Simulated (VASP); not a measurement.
Wanted: the native input for a VASP 6.6.1 run.

```
Task                   : single point
Functional             : PBE
Potentials or basis    : VASP PAW PBE potentials, release 64 (Ga_d, Sb)
Cutoff                 : 520 eV
k mesh                 : 12 × 12 × 12
Occupations            : gaussian, width 0.1 eV
Spin                   : no spin polarisation
Dipole correction      : no
Further INCAR settings : ALGO = Normal; EDIFF = 1e-07; NBANDS = 16
```

The structure of GaSb lies in POSCAR:

```
GaSb
1.0
    0.0000000000      2.9773122442      2.9773122442
    2.9773122442      0.0000000000      2.9773122442
    2.9773122442      2.9773122442      0.0000000000
Ga Sb
1 1
Direct
    0.0000000000      0.0000000000      0.0000000000
    0.2500000000      0.2500000000      0.2500000000
```

This cell differs from its parent crystal: volume scaled by 0.88.

These files were run (other wordings do the same):

INCAR

```
PREC = Accurate
ENCUT = 520
EDIFF = 1E-7
ISMEAR = 0
SIGMA = 0.1
LREAL = F
LASPH = T
NELM = 80
ALGO = Normal
ISIF = 2
LWAVE = F
LCHARG = T
GGA = PE
LELF = T
LVHAR = T
NBANDS = 16
```

KPOINTS

```
Automatic mesh
0
Gamma
  12 12 12
```

Potentials or basis: VASP PAW PBE potentials, release 64 (Ga_d, Sb).

Run with:

```bash
$ cat potpaw_PBE.64/Ga_d/POTCAR potpaw_PBE.64/Sb/POTCAR > POTCAR
$ mpirun -np 1 vasp_std > vasp.out
```

It gave:

```
Pressure               : 7.9 GPa
Band gap on the k mesh : 0.58 eV, indirect (least direct gap 0.63 eV)
```

Caveat: spin-orbit coupling is left out, which moves the levels of the heavy elements.

It took 62 s on 1 thread of Intel Xeon 8259CL, on a shared host, peak memory 0.21 GiB.
